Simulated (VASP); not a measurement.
Wanted: the native input for a VASP 6.6.1 run.

* Task: single point
* Functional: PBEsol
* Potentials or basis: VASP PAW PBE potentials, release 64 (Al, N)
* Cutoff: 520 eV
* k mesh: 9 × 3 × 1
* Occupations: gaussian, width 0.1 eV
* Spin: no spin polarisation
* Dipole correction: yes
* Further INCAR settings: ALGO = Normal; EDIFF = 1e-07; NBANDS = 27

The structure of Al9N lies in POSCAR:

```
Al9N
1.0
    2.8360890836      0.0000000000      0.0000000000
   -1.4180445418      9.6401013232      0.0000000000
    0.0000000000      0.0000000000     20.2523775136
Al N
9 1
Direct
    0.5324569575      0.0649139150      0.1975076752
    0.6709806898      0.3419613796      0.2463716781
    0.2986854362      0.5973708725      0.2561444786
    0.9263901827      0.8527803654      0.2659172793
    0.0640247854      0.1277465523      0.3150759955
    0.2000840310      0.4041004175      0.3702277332
    0.8287416372      0.6594765630      0.3778305230
    0.4529560437      0.9112537656      0.3867831574
    0.5925587481      0.1816395522      0.4321654338
    1.0925587481      0.6816395522      0.4552715480
```

One way to write it, as run:

INCAR

```
PREC = Accurate
ENCUT = 520
EDIFF = 1E-7
ISMEAR = 0
SIGMA = 0.1
LREAL = False
LASPH = True
NELM = 100
ALGO = Normal
ISIF = 2
LWAVE = False
LCHARG = False
LDIPOL = True
IDIPOL = 3
DIPOL = 0.5 0.5 0.330
GGA = PS
NBANDS = 27
```

KPOINTS

```
Automatic mesh
0
Gamma
  9 3 1
```

Potentials or basis: VASP PAW PBE potentials, release 64 (Al, N).

Run with:

```console
$ cat potpaw_PBE.64/Al/POTCAR potpaw_PBE.64/N/POTCAR > POTCAR
$ mpirun -np 1 vasp_std > vasp.out
```

Results of the run:

```json
{
  "Largest force": "2.267 eV/Å",
  "Band gap on the k mesh": "zero (bands 16 and 17 overlap by 0.41 eV)"
}
```

Caveat: the PAW data sets were made with another functional, which shifts forces and pressure a little.

Run time: 4.1 min on 1 thread of Intel(R) Xeon(R) 6975P-C (Granite Rapids), with other jobs on the host, peak memory 0.63 GiB.
